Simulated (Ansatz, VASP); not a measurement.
# Li4GeN2: VASP beside Ansatz

```
CELL_PARAMETERS angstrom
5.27168 -1.61577 -0.00961
5.27168 1.61577 -0.00961
-2.22469 0.00000 4.90850
ATOMIC_POSITIONS crystal
Li 0.85363 0.85363 0.63551
Li 0.99450 0.99450 0.38547
Li 0.45252 0.45252 0.95517
Li 0.63430 0.63430 0.78812
Ge 0.28527 0.28527 0.18883
N 0.83972 0.83972 0.00512
N 0.44006 0.44006 0.54179
```

Change from the starting cell: species swapped into the TiCr2S4 type (Cm, No. 8).

Alike in both runs: functional PBE; k mesh 10 × 10 × 6; occupations gaussian, width 0.02 eV; no spin polarisation.

Ansatz relaxed the structure, and its values are those at the end. VASP's run is a single point on that final structure, the one shown.

|  | VASP | Ansatz |
| --- | --- | --- |
| version | VASP 6.6.1 | Ansatz 0.2.0 |
| potentials or method | VASP PAW PBE potentials, release 64 (Li_sv, Ge_d, N), cutoff 520 eV | scalar-relativistic, plane waves, PAW |
| valence electrons in the cell | 36 | 36 |

VASP gave:

- gap on the k mesh at the Fermi level (eV): 1.19
- least direct gap on the mesh (eV): 1.87
- rms of the force components (eV/Å): 0.011

Question: What did Ansatz give for the same quantities?

Answer: gap on the k mesh at the Fermi level (eV): 1.19; least direct gap on the mesh (eV): 1.87; rms of the force components (eV/Å): 0.002.

Noted on VASP's run: the cutoff is under 1.25 times that of the potentials, so the pressure is a little rough.
